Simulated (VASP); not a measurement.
Input of a VASP 6.6.1 run:

Contents of INCAR:

```
SYSTEM = GaN
ALGO     = Normal         ! electronic algorithm
EDIFF    = 1E-6           ! SCF threshold, eV
ENCUT    = 520            ! plane-wave cutoff, eV
GGA      = PE             ! functional
ISIF     = 2              ! what is computed and relaxed
ISMEAR   = -1             ! smearing method
LASPH    = .True.         ! aspherical terms in the spheres
LCHARG   = .True.         ! write CHGCAR
LELF     = .True.         ! ELF
LREAL    = .False.        ! projectors in reciprocal space
LVHAR    = .True.       
LWAVE    = .False.        ! write WAVECAR
NBANDS   = 16             ! bands
NELM     = 60             ! most SCF steps
PREC     = Accurate       ! precision mode
SIGMA    = 0.02           ! smearing width, eV
```

The input KPOINTS:

```
k-points
0
Gamma
  10 10 10
  0 0 0
```

File POSCAR:

```
GaN
1.0
    0.0000000000      2.2489525448      2.2489525448
    2.2489525448      0.0000000000      2.2489525448
    2.2489525448      2.2489525448      0.0000000000
Ga N
1 1
Direct
    0.0000000000      0.0000000000      0.0000000000
    0.2500000000      0.2500000000      0.2500000000
```

Potentials or basis: VASP PAW PBE potentials, release 64 (Ga_d, N).

The run is started by

```sh
$ cat potpaw_PBE.64/Ga_d/POTCAR potpaw_PBE.64/N/POTCAR > POTCAR
$ mpirun -np 1 vasp_std > vasp.out
```

What does it give for the band gap on the k mesh?

1.76 eV, direct.

Estimate the pressure.

6.3 GPa.

PBE gaps usually lie below the measured ones, often by a third to a half.
